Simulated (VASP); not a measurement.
**TaN: single point with PBEsol**

Crystal: TaN.

```
Ta N
1.0
     3.03587    0.00000    0.00000
    -1.51794    2.62914    0.00000
     1.51794    0.87638    2.58454
Ta N
1 1
Direct
  0.00000 0.00000 0.00000
  0.00000 0.50000 0.50000
```

| Item | Value |
| --- | --- |
| Program | VASP 6.6.1 |
| Task | single point |
| Functional | PBEsol |
| Potentials or basis | VASP PAW PBE potentials, release 64 (Ta_pv, N) |
| Cutoff | 520 eV |
| k mesh | 12 × 12 × 13 |
| Occupations | gaussian, width 0.1 eV |
| Spin | no spin polarisation |

```yaml
Pressure: 6.8 GPa
Band_gap_on_the_k_mesh: zero (band 8 reaches 11.40 eV, above the bottom of band 9 at 7.72 eV)
```

Stress tensor (GPa, compression positive):
```
 8.73  0.03 -0.16
 0.03  8.69 -0.09
-0.16 -0.09  2.90
```

Levels at points of the mesh, in eV from the Fermi level:
| k point | band 4 | band 5 | band 6 | band 7 | band 8 | band 9 | band 10 | band 11 | band 12 | band 13 |
| --- | --- | --- | --- | --- | --- | --- | --- | --- | --- | --- |
| (0.00, 0.00, 0.00) | -19.01 | -4.00 | -3.74 | -3.74 | -2.65 | -1.97 | -1.97 | 0.10 | 0.10 | 1.90 |
| (0.50, 0.00, 0.00) | -17.72 | -6.65 | -5.68 | -4.75 | -4.52 | 2.19 | 3.69 | 3.83 | 4.90 | 7.21 |
| (0.00, 0.50, 0.00) | -15.72 | -10.60 | -8.05 | -7.62 | 1.41 | 2.47 | 2.58 | 3.91 | 7.90 | 8.07 |
| (0.50, 0.50, 0.00) | -15.72 | -10.60 | -8.05 | -7.62 | 1.41 | 2.47 | 2.58 | 3.91 | 7.90 | 8.07 |

Wall time 95 s on 1 thread of Intel(R) Xeon(R) Platinum 8559C (Emerald Rapids) (shared host), peak memory 0.39 GiB.

Caveat: the PAW data sets were made with another functional, which shifts forces and pressure a little; spin-orbit coupling is left out, which moves the levels of the heavy elements.
